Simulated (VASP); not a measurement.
SnGeH6:

```
Sn Ge H
1.0
     2.56415    1.48041    4.36931
    -2.56415    1.48041    4.36931
     0.00000   -2.96083    4.36931
Sn Ge H
1 1 6
Direct
  0.50000 0.50000 0.50000
  0.00000 0.00000 0.00000
  0.67162 0.84246 0.24224
  0.84246 0.24224 0.67162
  0.75776 0.32838 0.15754
  0.15754 0.75776 0.32838
  0.32838 0.15754 0.75776
  0.24224 0.67162 0.84246
```

| Item | Value |
| --- | --- |
| Program | VASP 6.6.1 |
| Task | relaxation of cell and atoms |
| Functional | PBEsol |
| Potentials or basis | VASP PAW PBE potentials, release 64 (Sn_d, Ge_d, H) |
| Cutoff | 500 eV |
| k mesh | 6 × 6 × 6 |
| Occupations | fermi-dirac, width 0.03 eV |
| Spin | no spin polarisation |

At the start: pressure -1.4 GPa; volume 12.44 Å³/atom.

**Question.** Where does the relaxation end?

**Answer.** Over 30 steps the energy falls by 27.5 meV/atom and the volume is 12.97 Å³/atom (+4.2 %); space group R-3 (No. 148, to 0.1 Å) before, Fm-3m (No. 225, to 0.1 Å).

The path:
```csv
step,energy change (eV),largest force (eV/Å),pressure (GPa),volume (Å³)
1,0.0000,0.3974,-1.40,99.52
2,-0.0517,0.3165,-0.59,97.96
3,-0.0949,0.0914,1.57,94.74
4,-0.1127,0.0619,0.80,96.22
5,-0.1176,0.0948,0.28,97.43
6,-0.1176,0.0993,0.24,97.56
7,-0.1229,0.0867,-0.02,98.10
8,-0.1286,0.0884,-0.60,99.28
9,-0.1326,0.0825,-0.41,99.06
10,-0.1404,0.0721,0.16,98.40
11,-0.1380,0.1002,1.32,97.08
12,-0.1423,0.0755,0.62,97.86
13,-0.1463,0.0722,0.55,98.21
14,-0.1557,0.0643,0.31,99.25
15,-0.1634,0.0578,-0.26,101.35
16,-0.1729,0.0279,0.05,101.43
17,-0.1819,0.1100,0.68,101.59
18,-0.1883,0.1072,0.46,102.27
19,-0.2001,0.1015,-0.30,104.29
20,-0.2008,0.1004,-0.61,105.05
21,-0.2082,0.0787,-0.53,104.79
22,-0.2139,0.0570,-0.40,104.28
23,-0.2164,0.0442,0.09,103.36
24,-0.2165,0.0417,0.24,103.09
25,-0.2180,0.0252,0.17,103.22
26,-0.2191,0.0107,0.05,103.45
27,-0.2194,0.0093,-0.05,103.65
28,-0.2196,0.0084,-0.16,103.89
29,-0.2198,0.0082,-0.09,103.82
30,-0.2199,0.0089,-0.04,103.74
```

Final structure:
```
Sn Ge H
1.0
     2.63152    1.51931    4.32460
    -2.63152    1.51931    4.32460
     0.00000   -3.03862    4.32460
Sn Ge H
1 1 6
Direct
  0.50000 0.50000 0.50000
  0.00000 0.00000 0.00000
  0.77250 0.75905 0.23463
  0.75905 0.23463 0.77250
  0.76537 0.22750 0.24095
  0.24095 0.76537 0.22750
  0.22750 0.24095 0.76537
  0.23463 0.77250 0.75905
```

Caveat: the PAW data sets were made with another functional, which shifts forces and pressure a little.
